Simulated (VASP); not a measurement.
Runs of VASP 6.6.1 on ZnCd3O4. The structure is that of space group P-4m2 (No. 115), or close to it. The cells are those of the table. 

| task | potentials or basis | spin | cell | k mesh | cutoff (eV) | k mesh for the DOS | occupations for the DOS | second run | gap on the mesh (eV) | pressure (GPa) | largest force (eV/Å) |
| --- | --- | --- | --- | --- | --- | --- | --- | --- | --- | --- | --- |
| single point | VASP PAW PBE potentials, release 64 (Zn, Cd, O) | off | a = 3.517, b = 3.517, c = 10.102 Å, 8 atoms | 6 × 6 × 2 | 520 | - | - | - | none | 1.1 | 0.05 |
| single point | VASP PAW PBE potentials, release 64 (Zn, Cd, O) | collinear, ferromagnetic start | a = 3.517, b = 3.517, c = 10.102 Å, 8 atoms | 6 × 6 × 2 | 520 | - | - | - | none | 1.1 | 0.05 |
| single point | VASP PAW PBE potentials, release 64 (Zn, Cd, O) | off | a = 3.477, b = 3.477, c = 10.029 Å, 8 atoms | 10 × 10 × 4 | 520 | - | - | - | none | (a) | 0.05 |
| single point | VASP PAW PBE potentials, release 64 (Zn, Cd_sv_GW, O) | off | a = 3.517, b = 3.517, c = 10.102 Å, 8 atoms | 6 × 6 × 2 | 600 | - | - | valence_matched | none | -0.3 | 0.04 |
| single point | VASP PAW PBE potentials, release 64 (Zn, Cd, O) | off | a = 3.517, b = 3.517, c = 10.102 Å, 8 atoms | 10 × 10 × 4 | 520 | - | - | - | none | 1.1 | 0.04 |

Alike in all rows: level PBE; smearing gaussian 0.1 eV.

Problem. Estimate the missing entries.

Solution. (a) 4.5.

A k mesh can miss the band edges, and the runs leave out spin-orbit coupling on Cd.

A gap of «none» marks levels without a gap at the run's occupations.

The runs don't all hold the same shells in valence.
